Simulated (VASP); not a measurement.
The system is NaH (lda).

```
CELL_PARAMETERS angstrom
0.00000 2.38642 2.38642
2.38642 0.00000 2.38642
2.38642 2.38642 0.00000
ATOMIC_POSITIONS crystal
Na 0.00000 0.00000 0.00000
H 0.50000 0.50000 0.50000
```

- Program: VASP 6.6.1
- Task: relaxation of cell and atoms
- Functional: LDA
- Potentials or basis: VASP PAW LDA potentials, release 64 (Na_pv, H)
- Cutoff: 500 eV
- k mesh: 8 × 8 × 8
- Occupations: gaussian, width 0.02 eV
- Spin: no spin polarisation

At the start: pressure -1.4 GPa; volume 13.59 Å³/atom.

Question: Where does the relaxation end?

Answer: Over 4 steps the energy falls by 3.3 meV/atom and the volume is 12.87 Å³/atom (-5.3 %); space group Fm-3m (No. 225, to 0.05 Å).

The path:
| step | energy change (eV) | largest force (eV/Å) | pressure (GPa) | volume (Å³) |
| --- | --- | --- | --- | --- |
| 1 | 0.0000 | 0.0000 | -1.39 | 27.18 |
| 2 | -0.0034 | 0.0000 | -0.98 | 26.72 |
| 3 | -0.0065 | 0.0000 | -0.14 | 25.88 |
| 4 | -0.0065 | 0.0000 | 0.00 | 25.75 |

Final structure:
```yaml
crystal:
  lattice:
    - [0.00000, 2.34375, 2.34375]
    - [2.34375, 0.00000, 2.34375]
    - [2.34375, 2.34375, 0.00000]
  atoms:
    - { symbol: Na, position: [0.00000, 0.00000, 0.00000] }
    - { symbol: H, position: [0.50000, 0.50000, 0.50000] }
```
